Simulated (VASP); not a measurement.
Write the native input for VASP 6.6.1 that does the following.

* Task: relaxation of the atoms
* Functional: PBEsol
* Potentials or basis: VASP PAW PBE potentials, release 64 (Cr_pv, Pb_d, S)
* Cutoff: 520 eV
* k mesh: 3 × 3 × 3
* Occupations: gaussian, width 0.05 eV
* Spin: collinear spin, ferromagnetic start
* Starting moments: [4.0, 0.0, 0.0, 0.0, 0.0, 0.0, 0.0, 0.0, 0.0, 0.0, 0.0, 0.0, 0.0, 0.0, 0.0, 0.0] μB
* Hubbard terms: Cr d U = 3.0 eV
* Dipole correction: no
* Further INCAR settings: LREAL = Auto; ALGO = Normal; EDIFF = 1e-06; IBRION = 2; EDIFFG = -0.03; NSW = 50

The structure of CrPb7S8 lies in POSCAR:

```
CrPb7S8
1.0
    0.0000000000      5.9237000000      5.9237000000
    5.9237000000      0.0000000000      5.9237000000
    5.9237000000      5.9237000000      0.0000000000
Cr Pb S
1 7 8
Direct
    0.0000000000      0.0000000000      0.0000000000
    0.0000000000      0.0000000000      0.5000000000
    0.0000000000      0.5000000000      0.0000000000
    0.0000000000      0.5000000000      0.5000000000
    0.5000000000      0.0000000000      0.0000000000
    0.5000000000      0.0000000000      0.5000000000
    0.5000000000      0.5000000000      0.0000000000
    0.5000000000      0.5000000000      0.5000000000
    0.2500000000      0.2500000000      0.2500000000
    0.2500000000      0.2500000000      0.7500000000
    0.2500000000      0.7500000000      0.2500000000
    0.2500000000      0.7500000000      0.7500000000
    0.7500000000      0.2500000000      0.2500000000
    0.7500000000      0.2500000000      0.7500000000
    0.7500000000      0.7500000000      0.2500000000
    0.7500000000      0.7500000000      0.7500000000
```

One way to write it, as run:

INCAR

```
SYSTEM = CrPb7S8
PREC = Accurate ; ENCUT = 520
EDIFF = 1E-6 ; ISMEAR = 0
SIGMA = 0.05 ; LREAL = Auto
LASPH = .TRUE. ; NELM = 150
ALGO = Normal ; ISIF = 2
LWAVE = .FALSE. ; LCHARG = .FALSE.
ISPIN = 2 ; MAGMOM = 4 0 0 0 0 0 0 0 0 0 0 0 0 0 0 0
LORBIT = 11 ; LMAXMIX = 4
LDAU = .TRUE. ; LDAUTYPE = 2
LDAUL = 2 -1 -1 ; LDAUU = 3 0 0
LDAUJ = 0 0 0 ; LDAUPRINT = 1
GGA = PS ; IBRION = 2
NSW = 50 ; EDIFFG = -0.03
KPAR = 4
```

KPOINTS

```
regular mesh
0
G
  3 3 3
  0 0 0
```

Potentials or basis: VASP PAW PBE potentials, release 64 (Cr_pv, Pb_d, S).

The run is started by

```console
$ cat potpaw_PBE.64/Cr_pv/POTCAR potpaw_PBE.64/Pb_d/POTCAR potpaw_PBE.64/S/POTCAR > POTCAR
$ mpirun -np 4 vasp_std > vasp.out
```

It gave:

```
Energy gained by relaxing                             : 18.3 meV/atom
Ionic steps                                           : 5
Pressure after relaxing                               : -3.3 GPa
Band gap on the k mesh                                : zero (filled and empty bands overlap)
Net moment                                            : 4.00 μB per cell
Site moments                                          : Cr +3.90; Pb -0.00, +0.04 (each value once); S -0.01, -0.04 (each value once) μB
Valence electrons inside the program's atomic spheres : Cr 10.35; Pb 11.83, 11.76 (each value once); S 3.65, 3.64 (each value once)
```

Caveat: the PAW data sets were made with another functional, which shifts forces and pressure a little; spin-orbit coupling is left out, which moves the levels of the heavy elements; a cell with one magnetic atom can't hold antiferromagnetic order, which such compounds often take.

It took 8.5 min on 4 MPI ranks on AMD EPYC 9R45 96-Core Processor (Zen 5), with other jobs on the host, peak memory 0.98 GiB a rank.
